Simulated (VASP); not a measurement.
# NaFeO3 (Pm-3m) in VASP: a series of runs

NaFeO3 is run at these levels: LDA; tasks: relaxation of cell and atoms, single point.

Everything below comes from runs of VASP 6.6.1. Logs are shortened: lines on timing, memory, paths and dates and some standing lists are left out, and cuts for length are marked.

### 1 The cell of the first run

Symmetry: Pm-3m, No. 221, cubic system. The conventional cell has a = 3.830 Å, b = 3.830 Å, c = 3.830 Å, α = 90.00°, β = 90.00°, γ = 90.00°. Na (site symmetry m-3m) has 12 O at 2.71 Å and 8 Fe at 3.32 Å within 3.6 Å. Within 2.5 Å of Fe (site symmetry m-3m) lie 6 O at 1.92 Å. O (site symmetry 4/mmm) has 2 Fe at 1.92 Å within 2.5 Å.

### 2 Relaxation of cell and atoms, LDA, collinear spin, ferromagnetic start

Contents of INCAR:

```
PREC = Accurate ; ENCUT = 1130
EDIFF = 1E-7 ; ISMEAR = 0
SIGMA = 0.02 ; LREAL = F
LASPH = T ; NELM = 200
ALGO = Normal ; ISIF = 3
LWAVE = F ; LCHARG = F
ISPIN = 2 ; MAGMOM = 0 3.5 0 0 0
LORBIT = 11 ; LMAXMIX = 4
GGA = CA ; IBRION = 2
NSW = 80 ; EDIFFG = -0.01
GGA_COMPAT = F ; NELMIN = 4
```

Contents of KPOINTS:

```
Automatic mesh
0
Gamma
  5 5 5
```

Contents of POSCAR:

```
NaFeO3
1.0
    3.8304800000      0.0000000000      0.0000000000
    0.0000000000      3.8304800000      0.0000000000
    0.0000000000      0.0000000000      3.8304800000
Na Fe O
1 1 3
Direct
    0.0000000000      0.0000000000      0.0000000000
    0.5000000000      0.5000000000      0.5000000000
    0.5000000000      0.5000000000      0.0000000000
    0.5000000000      0.0000000000      0.5000000000
    0.0000000000      0.5000000000      0.5000000000
```

Potentials or basis: VASP PAW LDA potentials, release 64 (Na_sv, Fe_sv, O).

Run with:

```sh
> cat potpaw_LDA.64/Na_sv/POTCAR potpaw_LDA.64/Fe_sv/POTCAR potpaw_LDA.64/O/POTCAR > POTCAR
> mpirun -np 1 vasp_std > vasp.out
```

OUTCAR:

```text
PREC = Accurate
   ENCUT = 1130
   EDIFF = 1E-7
   ISMEAR = 0
   LREAL = F
   LASPH = T
   NELM = 200
   ISIF = 3
   ISPIN = 2
   LORBIT = 11
   GGA = CA
   IBRION = 2
   NSW = 80
   EDIFFG = -0.01
   NELMIN = 4

 ion  position               nearest neighbor table
   1  0.000  0.000  0.000-
   2  0.500  0.500  0.500-   3 1.92   4 1.92   5 1.92   3 1.92   4 1.92   5 1.92
   3  0.500  0.500  0.000-   2 1.92   2 1.92
   4  0.500  0.000  0.500-   2 1.92   2 1.92
   5  0.000  0.500  0.500-   2 1.92   2 1.92

  LATTYP: Found a simple cubic cell.
 ALAT       =     3.8304800000

  Lattice vectors:

 A1 = (   3.8304800000,   0.0000000000,   0.0000000000)
 A2 = (   0.0000000000,   3.8304800000,   0.0000000000)
 A3 = (   0.0000000000,   0.0000000000,   3.8304800000)

Analysis of symmetry for initial positions (statically):
=====================================================================
 Subroutine PRICEL returns:
 Original cell was already a primitive cell.

 Routine SETGRP: Setting up the symmetry group for a
 simple cubic supercell.

 Subroutine GETGRP returns: Found 48 space group operations
 (whereof 48 operations were pure point group operations)
 out of a pool of 48 trial point group operations.

The static configuration has the point symmetry O_h .

Analysis of symmetry for dynamics (positions and initial velocities):
=====================================================================
 Subroutine PRICEL returns:
 Original cell was already a primitive cell.

 Routine SETGRP: Setting up the symmetry group for a
 simple cubic supercell.

 Subroutine GETGRP returns: Found 48 space group operations
 (whereof 48 operations were pure point group operations)
 out of a pool of 48 trial point group operations.

The dynamic configuration has the point symmetry O_h .

Analysis of structural, dynamic, and magnetic symmetry:
=====================================================================
 Subroutine PRICEL returns:
 Original cell was already a primitive cell.

 Routine SETGRP: Setting up the symmetry group for a
 simple cubic supercell.

 Subroutine GETGRP returns: Found 48 space group operations
 (whereof 48 operations were pure point group operations)
 out of a pool of 48 trial point group operations.

The overall configuration has the point symmetry O_h .

[... 105 lines left out ...]
   EFERMI_NEDOS =   21; number of points for ismear=-14 and -15
   IALGO  =     38    algorithm
   IMIX   =      4    mixing-type and parameters
     AMIX     =   0.40;   BMIX     =  1.00
     AMIX_MAG =   1.60;   BMIX_MAG =  1.00
  volume/ion in A,a.u.               =      11.24        75.86
  Fermi-wavevector in a.u.,A,eV,Ry     =   1.497308  2.829502 30.503323  2.241931
  Thomas-Fermi vector in A             =   2.609213
   LORBIT       =     11    0 simple, 1 ext, 2 COOP (PROOUT), +10 PAW based schemes
   GGA     = CA    functional components
   LHFCALC =     F    Hartree Fock is set to
   AEXX    =    0.0000 exact exchange contribution
   IVDW    =     0    specifies the selected vdW correction
   LEPSILON=     F    determine dielectric tensor
   LRPA    =     F    only Hartree local field effects (RPA)
 conjugate gradient relaxation of ions
 spin polarized calculation
 Gauss-broadening in eV      SIGMA  =   0.02
  energy-cutoff  :     1130.00
  volume of cell :       56.20
 maximum number of plane-waves:      4945
 NGX is ok and might be reduce to    42
   NGX = 21   NGY = 21   NGZ = 21

--------------------------------------- Ionic step        1  -------------------------------------------

 number of electron      42.9999993 magnetization       3.9919915

 Free energy of the ion-electron system (eV)
  ---------------------------------------------------
  ext. energy  EPLUGINS =         0.00000000
  ---------------------------------------------------
  free energy    TOTEN  =       -33.53892016 eV

  energy without entropy =      -33.53798514  energy(sigma->0) =      -33.53845265

------------------------ aborting loop because EDIFF is reached ----------------------------------------

  FORCE on cell =-STRESS in cart. coord.  units (eV):
  Direction    XX          YY          ZZ          XY          YZ          ZX
  --------------------------------------------------------------------------------------
  -------------------------------------------------------------------------------------
  Total       -7.1003944     -7.1003944     -7.1003944      0.0000000      0.0000000      0.0000000
  in kB     -202.4106953   -202.4106953   -202.4106953      0.0000000      0.0000000      0.0000000
  external PRESSURE =    -202.4106953 kB  Pullay stress =       0.0000000 kB
[... 221 lines left out ...]
--------------------------------------- Ionic step        7  -------------------------------------------

 number of electron      42.9999990 magnetization       0.6160000

 Free energy of the ion-electron system (eV)
  ---------------------------------------------------
  ext. energy  EPLUGINS =         0.00000000
  ---------------------------------------------------
  free energy    TOTEN  =       -33.78654489 eV

  energy without entropy =      -33.78290816  energy(sigma->0) =      -33.78472653

 E-fermi :   4.6973     XC(G=0): -12.1775

 val. band max:        4.6362586439   @ k =   0.4000   0.4000   0.4000
 cond. band min:       4.6973500579   @ k =   0.4000   0.4000   0.2000
 fundamental gap:      0.0610914141
 Fermi energy:         4.6973277162

 spin component 1

 k-point     1 :       0.0000    0.0000    0.0000
  band No.  band energies     occupation
      1     -83.3785      1.00000
      2     -49.9379      1.00000
      3     -49.9379      1.00000
      4     -49.9379      1.00000
      5     -44.2339      1.00000
      6     -16.7994      1.00000
[... 289 lines left out ...]
     26      13.8742      0.00000
     27      17.2225      0.00000
 Fermi energy:         4.6973277162

 spin component 2

 k-point     1 :       0.0000    0.0000    0.0000
  band No.  band energies     occupation
      1     -82.7588      1.00000
      2     -49.3429      1.00000
      3     -49.3429      1.00000
      4     -49.3429      1.00000
      5     -44.2313      1.00000
      6     -16.7960      1.00000
[... 321 lines left out ...]
  FREE ENERGIE OF THE ION-ELECTRON SYSTEM (eV)
  ---------------------------------------------------
  free  energy   TOTEN  =       -33.7865448913 eV

  energy  without entropy=      -33.7829081619  energy(sigma->0) =      -33.78472653

 reached required accuracy - stopping structural energy minimisation

 total charge

# of ion       s       p       d       tot
------------------------------------------
    1        1.932   5.595   0.000   7.527
    2        2.188   6.108   5.347  13.642
    3        1.563   3.411   0.000   4.973
    4        1.563   3.411   0.000   4.973
    5        1.563   3.411   0.000   4.973
--------------------------------------------------
tot          8.809  21.934   5.347  36.089

 magnetization (x)

# of ion       s       p       d       tot
------------------------------------------
    1        0.001   0.000   0.000   0.001
    2        0.001   0.001   0.533   0.534
    3        0.000   0.012   0.000   0.012
    4        0.000   0.012   0.000   0.012
    5        0.000   0.012   0.000   0.012
--------------------------------------------------
tot          0.002   0.038   0.533   0.572
```

CONTCAR:

```text
NaFeO3
   1.00000000000000
     3.5898596642296772    0.0000000000000000   -0.0000000000000000
     0.0000000000000000    3.5898596642296772    0.0000000000000000
     0.0000000000000000    0.0000000000000000    3.5898596642296772
  Na              Fe              O
     1     1     3
Direct
     0.0000000000000000    0.0000000000000000    1.0000000000000000
     0.5000000000000000    0.5000000000000000    0.5000000000000000
     0.5000000000000000    0.5000000000000000    1.0000000000000000
     0.5000000000000000    0.0000000000000000    0.5000000000000000
     0.0000000000000000    0.5000000000000000    0.5000000000000000

  0.00000000E+00  0.00000000E+00  0.00000000E+00
  0.00000000E+00  0.00000000E+00  0.00000000E+00
  0.00000000E+00  0.00000000E+00  0.00000000E+00
  0.00000000E+00  0.00000000E+00  0.00000000E+00
  0.00000000E+00  0.00000000E+00  0.00000000E+00
```

Wall time 4.7 min (1 thread of Intel Xeon 6975P-C (Granite Rapids), shared host); peak memory 0.29 GiB.

What came out:

| Item | Value |
| --- | --- |
| Free energy | -33.7865 eV |
| Relaxed volume | 9.25 Å³/atom |
| Relaxed cell | a = 3.590 Å, b = 3.590 Å, c = 3.590 Å, α = 90.00°, β = 90.00°, γ = 90.00° |
| Space group after relaxing (to 0.1 Å) | Pm-3m (No. 221) |
| Energy gained by relaxing | 49.5 meV/atom |
| Ionic steps | 7 |
| Pressure after relaxing | 0.0 GPa |
| Net moment | 0.62 μB per cell |
| Site moments | Na +0.00; Fe +0.53; O +0.01 μB |
| Valence electrons inside the program's atomic spheres | Na 7.53; Fe 13.64; O 4.97 |

The path:
```tsv
step	energy change (eV)	largest force (eV/Å)	pressure (GPa)	volume (Å³)
1	0.0000	0.0000	-20.24	56.20
2	-0.2375	0.0000	3.96	45.43
3	-0.0530	0.0000	-14.28	50.30
4	-0.2474	0.0000	-0.50	46.38
5	-0.2476	0.0000	0.31	46.19
6	-0.2476	0.0000	-0.23	46.31
7	-0.2476	0.0000	-0.01	46.26
```

Final structure:
```cif
data_structure
_symmetry_space_group_name_H-M 'P 1'
_symmetry_Int_Tables_number 1
_cell_length_a 3.5899
_cell_length_b 3.5899
_cell_length_c 3.5899
_cell_angle_alpha 90.000
_cell_angle_beta 90.000
_cell_angle_gamma 90.000
_cell_volume 46.26
loop_
_atom_site_label
_atom_site_type_symbol
_atom_site_fract_x
_atom_site_fract_y
_atom_site_fract_z
_atom_site_occupancy
Na1 Na 0.00000 0.00000 0.00000 1
Fe1 Fe 0.50000 0.50000 0.50000 1
O1 O 0.50000 0.50000 0.00000 1
O2 O 0.50000 0.00000 0.50000 1
O3 O 0.00000 0.50000 0.50000 1
```

Caveat: the volume moved by over 15 % at a fixed basis, so the end points are rough; a cell with one magnetic atom can't hold antiferromagnetic order, which such compounds often take; semilocal functionals often make such compounds metallic where correlation or magnetic order opens a gap, which also shifts bond lengths. With open d or f shells a metallic result of LDA can be an artefact of self-interaction; +U or a hybrid may open a gap.

### 3 Single point, LDA, collinear spin, ferromagnetic start

This run uses another cell than the first one, of 9.55 Å³/atom.

Contents of INCAR:

```
PREC = Accurate
ENCUT = 1130
EDIFF = 1E-6
ISMEAR = 0
SIGMA = 0.02
LREAL = F
LASPH = T
NELM = 200
ALGO = Normal
ISIF = 2
LWAVE = F
LCHARG = F
ISPIN = 2
MAGMOM = 0 3.5 0 0 0
LORBIT = 11
LMAXMIX = 4
NBANDS = 34
GGA_COMPAT = F
```

KPOINTS is that of step 2.

Edit POSCAR of step 2 so:

```diff
@@ -2,5 +2,5 @@
 1.0
-    3.8304800000      0.0000000000      0.0000000000
-    0.0000000000      3.8304800000      0.0000000000
-    0.0000000000      0.0000000000      3.8304800000
+    3.6280281506      0.0000000000      0.0000000000
+    0.0000000000      3.6280281506      0.0000000000
+    0.0000000000      0.0000000000      3.6280281506
 Na Fe O
```

Potentials or basis: VASP PAW LDA potentials, release 64 (Na_sv, Fe_sv, O).

Run with:

```sh
> cat potpaw_LDA.64/Na_sv/POTCAR potpaw_LDA.64/Fe_sv/POTCAR potpaw_LDA.64/O/POTCAR > POTCAR
> mpirun -np 1 vasp_std > vasp.out
```

Wall time 1.9 min (1 thread of Intel Xeon Platinum 8259CL at 2.50GHz (Skylake/Cascade Lake), shared host); peak memory 0.26 GiB.

The run converged. Its results:

```
Free energy                                           : -34.1585 eV
Pressure                                              : 0.1 GPa
Net moment                                            : 3.72 μB per cell
Site moments                                          : Na +0.00; Fe +2.27; O +0.38 μB
Valence electrons inside the program's atomic spheres : Na 7.53; Fe 13.61; O 4.96
```

Levels at points of the mesh, in eV from the Fermi level:
Spin up:
| k point | band 19 | band 20 | band 21 | band 22 | band 23 | band 24 | band 25 | band 26 | band 27 | band 28 |
| --- | --- | --- | --- | --- | --- | --- | --- | --- | --- | --- |
| (0.00, 0.00, 0.00) | -1.63 | -1.63 | -1.13 | -1.13 | -1.13 | -1.07 | -1.07 | 6.40 | 12.17 | 12.17 |
Spin down:
| k point | band 17 | band 18 | band 19 | band 20 | band 21 | band 22 | band 23 | band 24 |
| --- | --- | --- | --- | --- | --- | --- | --- | --- |
| (0.00, 0.00, 0.00) | -0.81 | -0.66 | -0.66 | -0.66 | -0.47 | -0.47 | -0.47 | 0.92 |

Caveat: a cell with one magnetic atom can't hold antiferromagnetic order, which such compounds often take; semilocal functionals often make such compounds metallic where correlation or magnetic order opens a gap, which also shifts bond lengths.
